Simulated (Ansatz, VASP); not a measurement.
# Ti3Al5 in VASP and in Ansatz

```
CELL_PARAMETERS angstrom
-3.88330 0.00000 0.00000
0.00000 -3.88330 0.00000
0.00000 0.00000 16.29377
ATOMIC_POSITIONS crystal
Ti 0.00000 0.00000 0.19034
Ti 0.00000 0.00000 0.69955
Ti 0.50000 0.50000 0.44494
Ti 0.50000 0.50000 0.95415
Ti 0.50000 0.50000 0.19034
Ti 0.50000 0.50000 0.69955
Al 0.00000 0.50000 0.06424
Al 0.00000 0.50000 0.57344
Al 0.00000 0.50000 0.31645
Al 0.00000 0.50000 0.82565
Al 0.50000 0.00000 0.06424
Al 0.50000 0.00000 0.57344
Al 0.50000 0.00000 0.31645
Al 0.50000 0.00000 0.82565
Al 0.00000 0.00000 0.44494
Al 0.00000 0.00000 0.95415
```

Alike in both runs: task single point; functional PBEsol; k mesh 10 × 10 × 3; occupations gaussian, width 0.15 eV; no spin polarisation.

|  | VASP | Ansatz |
| --- | --- | --- |
| version | VASP 6.6.1 | Ansatz 0.2.0 |
| potentials or method | VASP PAW PBE potentials, release 64 (Ti_sv, Al), cutoff 520 eV | scalar-relativistic, plane waves, PAW |
| valence electrons in the cell | 102 | 102 |

```csv
,VASP,Ansatz,Ansatz less VASP
gap on the k mesh at the Fermi level (eV),none,none,-
pressure (GPa),2.7,2.5,-0.18
"traceless stress, the component that is largest in VASP (GPa)",1.54,1.57,+0.037
rms of the force components (eV/Å),0.424,0.422,-0.0020
```

VASP's potentials were made for PBE, not for PBEsol. Atom by atom the forces differ by 0.006 eV/Å (rms over components). A gap of «none» marks a metal or a gap that the smearing closes.
